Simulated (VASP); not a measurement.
A run of VASP 6.6.1:

File INCAR:

```
SYSTEM = CsSnI3
PREC = Accurate
ENCUT = 520
EDIFF = 1E-6
ISMEAR = 0
SIGMA = 0.01
LREAL = .FALSE.
LASPH = .TRUE.
NELM = 100
ALGO = Normal
ISIF = 2
LWAVE = .FALSE.
LCHARG = .FALSE.
GGA = PS
NBANDS = 30
```

The input KPOINTS:

```
Automatic mesh
0
G
  6 6 6
  0 0 0
```

File POSCAR:

```
CsSnI3
1.0
    6.1340713748      0.0000000000      0.0000000000
    0.0000000000      6.1340713748      0.0000000000
    0.0000000000      0.0000000000      6.1340713748
Cs Sn I
1 1 3
Direct
    0.0000000000      0.0000000000      0.0000000000
    0.5000000000      0.5000000000      0.5000000000
    0.0000000000      0.5000000000      0.5000000000
    0.5000000000      0.0000000000      0.5000000000
    0.5000000000      0.5000000000      0.0000000000
```

Potentials or basis: VASP PAW PBE potentials, release 64 (Cs_sv, Sn_d, I).

Run with:

```bash
$ cat potpaw_PBE.64/Cs_sv/POTCAR potpaw_PBE.64/Sn_d/POTCAR potpaw_PBE.64/I/POTCAR > POTCAR
$ mpirun -np 1 vasp_std > vasp.out
```

Hardware: 1 thread of Intel(R) Xeon(R) 6975P-C (Granite Rapids), on a shared host.

Question: Estimate the wall time of this run.

Answer: It took 59 s on 1 thread of Intel(R) Xeon(R) 6975P-C (Granite Rapids), on a shared host, peak memory 0.4 GiB. Counts: scf iterations 15, k points 20.
